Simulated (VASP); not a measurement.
# PbSe (P6_3mc) in VASP: a series of runs, part 2 of 2

VASP 6.6.1.

### Step 5. Single point, r2SCAN (34.94 Å³/atom)

This run uses another cell than the first one, of 34.94 Å³/atom.

POSCAR

```
PbSe
1.0
    5.1218766302      0.0000000001      0.0000000000
   -2.5609383152      4.4356752768      0.0000000000
    0.0000000000      0.0000000000      6.1519955182
Pb Se
2 2
Direct
    0.3333333333      0.6666666667     -0.0648967816
    0.6666666667      0.3333333333      0.4351032184
    0.3333333333      0.6666666667      0.4398967816
    0.6666666667      0.3333333333      0.9398967816
```

INCAR.step1

```
SYSTEM = PbSe
ALGO     = Normal         ! electronic algorithm
EDIFF    = 1E-4           ! SCF threshold, eV
ENCUT    = 520            ! plane-wave cutoff, eV
GGA      = PE             ! functional
ISMEAR   = 0              ! smearing method
LASPH    = .TRUE.         ! aspherical terms in the spheres
LCHARG   = .FALSE.        ! write CHGCAR
LREAL    = .FALSE.        ! projectors in reciprocal space
LWAVE    = .TRUE.         ! write WAVECAR
NBANDS   = 28             ! bands
NELM     = 100            ! most SCF steps
PREC     = Accurate       ! precision mode
SIGMA    = 0.01           ! smearing width, eV
```

INCAR.step2

```
SYSTEM = PbSe
ALGO     = Normal         ! electronic algorithm
EDIFF    = 1E-6           ! SCF threshold, eV
ENCUT    = 520            ! plane-wave cutoff, eV
ISIF     = 2              ! what is computed and relaxed
ISMEAR   = 0              ! smearing method
ISTART   = 1            
LASPH    = .TRUE.         ! aspherical terms in the spheres
LCHARG   = .FALSE.        ! write CHGCAR
LMIXTAU  = .TRUE.       
LREAL    = .FALSE.        ! projectors in reciprocal space
LWAVE    = .FALSE.        ! write WAVECAR
METAGGA  = R2SCAN         ! meta-GGA
NBANDS   = 28             ! bands
NELM     = 100            ! most SCF steps
PREC     = Accurate       ! precision mode
SIGMA    = 0.01           ! smearing width, eV
```

KPOINTS

```
k-points
0
G
  6 6 4
  0 0 0
```

The run is started by

```sh
$ cat potpaw_PBE.64/Pb_d/POTCAR potpaw_PBE.64/Se/POTCAR > POTCAR
$ cp INCAR.step1 INCAR
$ mpirun -np 1 vasp_std > vasp.out
$ cp INCAR.step2 INCAR
$ mpirun -np 1 vasp_std > vasp.out
```

Run time: 7.7 min. Hardware: 1 thread of AMD EPYC 7R43 (Zen 3), shared host; peak memory 0.29 GiB.

Results (log left out):

```
Free energy            : -143.3839 eV
Pressure               : 1.3 GPa
Largest force          : 0.011 eV/Å
Band gap on the k mesh : 1.44 eV
```

Forces on the atoms (eV/Å):
```
Pb   0.000  0.000  0.011
Pb   0.000  0.000  0.011
Se   0.000  0.000 -0.011
Se   0.000  0.000 -0.011
```

Stress tensor (GPa, compression positive):
```
1.27 0.00 0.00
0.00 1.27 0.00
0.00 0.00 1.34
```

Levels at points of the mesh, in eV from the valence-band top:
| k point | band 18 | band 19 | band 20 | band 21 | band 22 | band 23 |
| --- | --- | --- | --- | --- | --- | --- |
| (0.00, 0.00, 0.00) | -1.95 | -1.95 | -1.95 | 1.88 | 1.88 | 3.44 |
| (0.50, 0.00, 0.00) | -2.37 | -2.25 | -0.72 | 2.94 | 3.46 | 4.38 |
| (0.00, 0.00, 0.50) | -2.59 | -1.42 | -1.42 | 2.28 | 2.28 | 2.28 |
| (0.50, 0.00, 0.50) | -1.94 | -0.72 | -0.72 | 1.63 | 1.63 | 3.19 |

Caveat: the PAW data sets were made with another functional, which shifts forces and pressure a little; spin-orbit coupling is left out, which moves the levels of the heavy elements. A k mesh can miss the band edges.

### Step 6. Single point, r2SCAN

This run uses another cell than the first one, of 36.02 Å³/atom.

POSCAR

```
PbSe
1.0
    5.1741442875      0.0000000001      0.0000000000
   -2.5870721438      4.4809403958      0.0000000000
    0.0000000000      0.0000000000      6.2147753187
Pb Se
2 2
Direct
    0.3333333333      0.6666666667     -0.0648967816
    0.6666666667      0.3333333333      0.4351032184
    0.3333333333      0.6666666667      0.4398967816
    0.6666666667      0.3333333333      0.9398967816
```

INCAR.step1

```
SYSTEM = PbSe
PREC = Accurate ; ENCUT = 520
ISMEAR = 0 ; SIGMA = 0.01
LREAL = .False. ; LASPH = .True.
NELM = 100 ; NBANDS = 28
GGA = PE ; ALGO = Normal
EDIFF = 1E-4 ; LWAVE = .True.
LCHARG = .False.
```

INCAR.step2

```
SYSTEM = PbSe
PREC = Accurate ; ENCUT = 520
EDIFF = 1E-6 ; ISMEAR = 0
SIGMA = 0.01 ; LREAL = .False.
LASPH = .True. ; NELM = 100
ALGO = Normal ; ISIF = 2
LWAVE = .False. ; LCHARG = .False.
METAGGA = R2SCAN ; LMIXTAU = .True.
NBANDS = 28 ; ISTART = 1
```

KPOINTS

```
Automatic mesh
0
Gamma
  6 6 4
  0 0 0
```

Potentials or basis: VASP PAW PBE potentials, release 64 (Pb_d, Se).

The run is started by

```sh
$ cat potpaw_PBE.64/Pb_d/POTCAR potpaw_PBE.64/Se/POTCAR > POTCAR
$ cp INCAR.step1 INCAR
$ mpirun -np 1 vasp_std > vasp.out
$ cp INCAR.step2 INCAR
$ mpirun -np 1 vasp_std > vasp.out
```

Wall time 8 min (1 thread of AMD EPYC 7R43 (Zen 3), shared host); peak memory 0.29 GiB.

It converged, with:

```yaml
Free_energy: -143.4018 eV
Pressure: 0.0 GPa
Band_gap_on_the_k_mesh: 1.48 eV
```

Levels at points of the mesh, in eV from the valence-band top:
```csv
k point,band 16,band 17,band 18,band 19,band 20,band 21,band 22,band 23,band 24,band 25
"(0.00, 0.00, 0.00)",-3.02,-3.02,-1.82,-1.82,-1.80,1.96,1.96,3.46,3.46,4.71
"(0.50, 0.00, 0.00)",-3.67,-2.82,-2.22,-2.12,-0.66,2.93,3.44,4.35,4.42,5.43
"(0.00, 0.00, 0.50)",-2.43,-2.43,-2.43,-1.33,-1.33,2.36,2.36,2.36,2.36,2.66
"(0.50, 0.00, 0.50)",-3.01,-1.80,-1.80,-0.68,-0.68,1.68,1.68,3.18,3.18,4.54
```

Caveat: the PAW data sets were made with another functional, which shifts forces and pressure a little; spin-orbit coupling is left out, which moves the levels of the heavy elements.

### Step 7. Single point, r2SCAN

This run uses another cell than the first one, of 36.02 Å³/atom.

POSCAR is that of step 6.

INCAR.step1

```
ALGO     = Normal         # electronic algorithm
EDIFF    = 1E-4           # SCF threshold, eV
ENCUT    = 520            # plane-wave cutoff, eV
GGA      = PE             # functional
ISMEAR   = 0              # smearing method
LASPH    = True           # aspherical terms in the spheres
LCHARG   = False          # write CHGCAR
LREAL    = False          # projectors in reciprocal space
LWAVE    = True           # write WAVECAR
NBANDS   = 28             # bands
NELM     = 100            # most SCF steps
PREC     = Accurate       # precision mode
SIGMA    = 0.01           # smearing width, eV
```

INCAR.step2

```
ALGO     = Normal         # electronic algorithm
EDIFF    = 1E-6           # SCF threshold, eV
ENCUT    = 520            # plane-wave cutoff, eV
ISIF     = 2              # what is computed and relaxed
ISMEAR   = 0              # smearing method
ISTART   = 1            
LASPH    = True           # aspherical terms in the spheres
LCHARG   = False          # write CHGCAR
LMIXTAU  = True         
LREAL    = False          # projectors in reciprocal space
LWAVE    = False          # write WAVECAR
METAGGA  = R2SCAN         # meta-GGA
NBANDS   = 28             # bands
NELM     = 100            # most SCF steps
PREC     = Accurate       # precision mode
SIGMA    = 0.01           # smearing width, eV
```

KPOINTS

```
k-points
0
Gamma
  6 6 4
```

Potentials or basis: VASP PAW PBE potentials, release 64 (Pb_d, Se).

The run is started by

```sh
$ cat potpaw_PBE.64/Pb_d/POTCAR potpaw_PBE.64/Se/POTCAR > POTCAR
$ cp INCAR.step1 INCAR
$ mpirun -np 1 vasp_std > vasp.out
$ cp INCAR.step2 INCAR
$ mpirun -np 1 vasp_std > vasp.out
```

OUTCAR:

```text
EDIFF = 1E-6
   ENCUT = 520
   ISIF = 2
   ISMEAR = 0
   ISTART = 1
   LASPH = True
   LREAL = False
   METAGGA = R2SCAN
   NELM = 100
   PREC = Accurate

 ion  position               nearest neighbor table
   1  0.333  0.667  0.935-   4 2.99   4 2.99   4 2.99   3 3.08   3 3.14
   2  0.667  0.333  0.435-   3 2.99   3 2.99   3 2.99   4 3.08   4 3.14
   3  0.333  0.667  0.440-   2 2.99   2 2.99   2 2.99   1 3.08   1 3.14
   4  0.667  0.333  0.940-   1 2.99   1 2.99   1 2.99   2 3.08   2 3.14

[... 847 lines left out ...]
  FORCE on cell =-STRESS in cart. coord.  units (eV):
  Direction    XX          YY          ZZ          XY          YZ          ZX
  --------------------------------------------------------------------------------------
  -------------------------------------------------------------------------------------
  Total        0.0017420      0.0017420     -0.0223876      0.0000000      0.0000000      0.0000000
  in kB        0.0193701      0.0193701     -0.2489350      0.0000000      0.0000000      0.0000000
  external PRESSURE =      -0.0700649 kB  Pullay stress =       0.0000000 kB

 VOLUME and BASIS-vectors are now :
 -----------------------------------------------------------------------------
  energy-cutoff  :      520.00
  volume of cell :      144.09
      direct lattice vectors                 reciprocal lattice vectors
     5.174144287  0.000000000  0.000000000     0.193268673  0.111583720  0.000000000
    -2.587072144  4.480940396  0.000000000    -0.000000000  0.223167441  0.000000000
     0.000000000  0.000000000  6.214775319     0.000000000  0.000000000  0.160906863

 POSITION                                       TOTAL-FORCE (eV/Angst)
 -----------------------------------------------------------------------------------
     -0.00000      2.98729      5.81146        -0.000000      0.000000      0.001334
      2.58707      1.49365      2.70407         0.000000     -0.000000      0.001334
     -0.00000      2.98729      2.73386        -0.000000      0.000000     -0.001334
      2.58707      1.49365      5.84125         0.000000     -0.000000     -0.001334
 -----------------------------------------------------------------------------------
    total drift:                               -0.000000      0.000000     -0.000798

  FREE ENERGIE OF THE ION-ELECTRON SYSTEM (eV)
  ---------------------------------------------------
  free  energy   TOTEN  =      -143.4017896044 eV

  energy  without entropy=     -143.4017896044  energy(sigma->0) =     -143.40178960
```

It took 7.3 min on 1 thread of AMD EPYC 7R43 (Zen 3), shared host; peak memory 0.29 GiB.

What came out:

| Property | Result |
| --- | --- |
| Free energy | -143.4018 eV |
| Pressure | 0.0 GPa |
| Band gap on the k mesh | 1.48 eV |

Caveat: the PAW data sets were made with another functional, which shifts forces and pressure a little; spin-orbit coupling is left out, which moves the levels of the heavy elements. A k mesh can miss the band edges.

### Step 8. Summary

```tsv
level	cell	gap on the mesh (eV)	pressure (GPa)	largest force (eV/Å)
PBE	a = 5.259, b = 5.259, c = 6.326 Å, angles 90.0, 90.0, 120.0°, 4 atoms	1.22	-1.0	0.01
PBE	a = 5.310, b = 5.310, c = 6.386 Å, angles 90.0, 90.0, 120.0°, 4 atoms	1.25	-1.9	0.01
r2SCAN	a = 5.069, b = 5.069, c = 6.088 Å, angles 90.0, 90.0, 120.0°, 4 atoms	1.38	2.8	0.02
r2SCAN	a = 5.122, b = 5.122, c = 6.152 Å, angles 90.0, 90.0, 120.0°, 4 atoms	1.44	1.3	0.01
r2SCAN	a = 5.174, b = 5.174, c = 6.215 Å, angles 90.0, 90.0, 120.0°, 4 atoms	1.48	0.0	-
```

Alike in all rows: task single point; potentials or basis VASP PAW PBE potentials, release 64 (Pb_d, Se); no spin polarisation; k mesh 6 × 6 × 4; cutoff (eV) 520; smearing gaussian 0.01 eV.

Caveats: spin-orbit coupling is left out, which moves the levels of the heavy elements; the PAW data sets were made with another functional, which shifts forces and pressure a little (at least some runs).

Total energies depend on the potentials used, so only differences within one code and one set of settings carry meaning.
